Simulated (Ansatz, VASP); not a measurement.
# One calculation of Al, two programs

```
CELL_PARAMETERS angstrom
2.79680 0.00000 0.00000
-1.39840 2.42210 0.00000
0.00000 0.00000 8.61218
ATOMIC_POSITIONS crystal
Al 0.00000 0.00000 0.00000
Al 0.33333 0.66667 0.25000
Al 0.00000 0.00000 0.50000
Al 0.66667 0.33333 0.75000
```

Alike in both runs: task single point; functional PBE; dispersion D3(BJ); k mesh 18 × 18 × 6; occupations gaussian, width 0.15 eV; no spin polarisation.

```csv
,VASP,Ansatz
version,VASP 6.6.1,Ansatz 0.2.0
potentials or method,"VASP PAW PBE potentials, release 64 (Al), cutoff 520 eV","scalar-relativistic, plane waves, PAW"
valence electrons in the cell,12,12
```

Ansatz gave:

- gap on the k mesh at the Fermi level (eV): none
- pressure (GPa): 9.1
- traceless stress, the component that is largest in VASP (GPa): 5.04

**Question.** Which values does VASP return?

**Answer.** gap on the k mesh at the Fermi level (eV): none; pressure (GPa): 9.0; traceless stress, the component that is largest in VASP (GPa): 5.04.

A gap of «none» marks a metal or a gap that the smearing closes.
